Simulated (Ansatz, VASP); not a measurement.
**One calculation of PbSe, two programs**

File POSCAR:

```
PbSe
1.0
    3.6783988272      0.0000000000      0.0000000000
    0.0000000000      3.6783988272      0.0000000000
    0.0000000000      0.0000000000      3.6783988272
Pb Se
1 1
Direct
    0.0000000000      0.0000000000      0.0000000000
    0.5000000000      0.5000000000      0.5000000000
```

File INCAR.step1:

```
SYSTEM = PbSe
ALGO = Normal ; EDIFF = 1E-4
ENCUT = 520 ; GGA = PE
ISMEAR = 0 ; LASPH = .TRUE.
LCHARG = .FALSE. ; LREAL = .FALSE.
LWAVE = .TRUE. ; NBANDS = 17
NELM = 100 ; PREC = Accurate
SIGMA = 0.1
```

INCAR.step2

```
SYSTEM = PbSe
ALGO = Normal ; EDIFF = 1E-6
ENCUT = 520 ; ISIF = 2
ISMEAR = 0 ; ISTART = 1
LASPH = .TRUE. ; LCHARG = .FALSE.
LMIXTAU = .TRUE. ; LREAL = .FALSE.
LWAVE = .FALSE. ; METAGGA = R2SCAN
NBANDS = 17 ; NELM = 100
PREC = Accurate ; SIGMA = 0.1
```

The input KPOINTS:

```
k-points
0
G
  12 12 12
  0 0 0
```

Input for Ansatz:

```yaml
crystal:
  lattice:
    - [3.6783988272, 0.0, 0.0]
    - [0.0, 3.6783988272, 0.0]
    - [0.0, 0.0, 3.6783988272]
  atoms:
    - { symbol: Pb, position: [0.0, 0.0, 0.0] }
    - { symbol: Se, position: [0.5, 0.5, 0.5] }
basis:
  ecutwfc: 500
kpoints:
  mp_grid: { grid: [12, 12, 12] }
hamiltonian:
  xc: r2scan
scf:
  occupations: { method: gaussian, width: 0.1 }
output:
  forces: true
  stress: true
  eigenvalues: true
```

Alike in both runs: task single point; functional r2SCAN; k mesh 12 × 12 × 12; occupations gaussian, width 0.1 eV; no spin polarisation.

|  | VASP | Ansatz |
| --- | --- | --- |
| version | VASP 6.6.1 | Ansatz 0.2.0 |
| potentials or method | VASP PAW PBE potentials, release 64 (Pb_d, Se), cutoff 520 eV | scalar-relativistic, plane waves, PAW |
| valence electrons in the cell | 20 | 30 |

|  | VASP | Ansatz | Ansatz less VASP |
| --- | --- | --- | --- |
| gap on the k mesh at the Fermi level (eV) | none | none | - |
| pressure (GPa) | 4.4 | 4.4 | -0.04 |

VASP's potentials were made for PBE, not for r2SCAN. A gap of «none» marks a metal or a gap that the smearing closes. VASP's potentials hold 20 valence electrons a cell and Ansatz's 30, so a difference there can come from the potentials and not from the codes.

Neither program's run includes spin-orbit coupling.
